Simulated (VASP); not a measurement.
Runs of VASP 6.6.1 on Au. The structure is that of space group Im-3m (No. 229), or close to it. The cells are those of the table. 

```tsv
cell	gap on the mesh (eV)	pressure (GPa)
a = 2.967 Å, angles 108.2, 108.2, 112.1°, 1 atom	none	(a)
a = 2.727 Å, angles 109.5°, 1 atom	none	26.4
a = 2.919 Å, angles 110.8, 110.8, 106.8°, 1 atom	none	-9.6
a = 2.919 Å, angles 108.8, 108.8, 110.8°, 1 atom	none	-9.6
a = 2.776 Å, angles 110.9, 110.9, 106.7°, 1 atom	none	13.1
```

Alike in all rows: task single point; level r2SCAN; potentials or basis VASP PAW PBE potentials, release 64 (Au); no spin polarisation; k mesh 20 × 20 × 20; cutoff (eV) 520; smearing gaussian 0.15 eV.

Estimate the missing entries.

(a) -13.2.

Caveats: the PAW data sets were made with another functional, which shifts forces and pressure a little; spin-orbit coupling is left out, which moves the levels of the heavy elements.

A k mesh can miss the band edges, and the runs leave out spin-orbit coupling on Au.

A gap of «none» marks levels without a gap at the run's occupations.
